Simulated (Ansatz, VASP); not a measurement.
## Ba in VASP and in Ansatz

```xyz
1
Lattice="4.5272 0.0000 0.0000 -2.2636 3.9207 0.0000 0.0000 0.0000 4.1091" Properties=species:S:1:pos:R:3 pbc="T T T"
Ba    0.0000    0.0000    0.0000
```

Change from the starting cell: strain +0.050 along x and y, +0.050 along z, atoms carried along.

Alike in both runs: task single point; functional PBE; k mesh 15 × 15 × 12; occupations gaussian, width 0.15 eV; no spin polarisation.

```csv
,VASP,Ansatz
version,VASP 6.6.1,Ansatz 0.2.0
potentials or method,"VASP PAW PBE potentials, release 64 (Ba_sv), cutoff 520 eV","scalar-relativistic, plane waves, PAW"
valence electrons in the cell,10,10
```

|  | VASP | Ansatz | Ansatz less VASP |
| --- | --- | --- | --- |
| gap on the k mesh at the Fermi level (eV) | none | none | - |
| pressure (GPa) | -0.9 | -1.0 | -0.03 |
| traceless stress, the component that is largest in VASP (GPa) | 0.44 | 0.43 | -0.017 |

A gap of «none» marks a metal or a gap that the smearing closes. The functional is the same, so the differences come from potentials, cutoffs and numerics.

Spin-orbit coupling is off throughout.
